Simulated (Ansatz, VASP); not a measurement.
## Two plane-wave programs on SnO

```
CELL_PARAMETERS angstrom
3.80557 0.00000 0.00000
0.00000 3.80557 0.00000
0.00000 0.00000 4.75108
ATOMIC_POSITIONS crystal
Sn 0.50000 0.00000 0.24249
Sn 0.00000 0.50000 0.75751
O 0.00000 0.00000 0.00000
O 0.50000 0.50000 0.00000
```

Alike in both runs: functional PBEsol; k mesh 12 × 12 × 10; occupations gaussian, width 0.1 eV; no spin polarisation.

Ansatz relaxed the structure, and its values are those at the end. VASP's run is a single point on that final structure, the one shown.

```csv
,VASP,Ansatz
version,VASP 6.6.1,Ansatz 0.2.0
potentials or method,"VASP PAW PBE potentials, release 64 (Sn_d, O), cutoff 520 eV","scalar-relativistic, plane waves, PAW"
valence electrons in the cell,40,40
```

Ansatz gave:

| Property | Result |
| --- | --- |
| gap on the k mesh at the Fermi level (eV) | none |
| pressure (GPa) | 0.0 |
| rms of the force components (eV/Å) | 0.000 |

Question: What did VASP give for the same quantities?

Answer: gap on the k mesh at the Fermi level (eV): none; pressure (GPa): 0.2; rms of the force components (eV/Å): 0.035.

VASP's potentials were made for PBE, not for PBEsol. A gap of «none» marks a metal or a gap that the smearing closes. The functional is the same, so the differences come from potentials, cutoffs and numerics.
